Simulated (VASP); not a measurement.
A run of VASP 6.6.1 is set up as follows.

Contents of INCAR:

```
SYSTEM = BaS
PREC = Accurate ; ENCUT = 520
EDIFF = 1E-8 ; ISMEAR = -1
SIGMA = 0.02 ; LREAL = .False.
LASPH = .True. ; NELM = 100
ALGO = Normal ; ISIF = 2
LWAVE = .False. ; LCHARG = .False.
GGA = PS ; LEFG = .True.
NBANDS = 15
```

Contents of KPOINTS:

```
Automatic mesh
0
Gamma
  8 8 8
  0 0 0
```

The input POSCAR:

```
BaS
1.0
    0.0000000000      3.1723147904      3.1723147904
    3.1723147904      0.0000000000      3.1723147904
    3.1723147904      3.1723147904      0.0000000000
Ba S
1 1
Direct
    0.0000000000      0.0000000000      0.0000000000
    0.5000000000      0.5000000000      0.5000000000
```

Potentials or basis: VASP PAW PBE potentials, release 64 (Ba_sv, S).

Run with:

```sh
$ cat potpaw_PBE.64/Ba_sv/POTCAR potpaw_PBE.64/S/POTCAR > POTCAR
$ mpirun -np 1 vasp_std > vasp.out
```

(1) Estimate the band gap on the k mesh.

(2) What does it give for the pressure?

## Answers

(1) 1.94 eV (least direct gap 2.07 eV).

(2) 0.4 GPa.

Caveat: the PAW data sets were made with another functional, which shifts forces and pressure a little; spin-orbit coupling is left out, which moves the levels of the heavy elements.
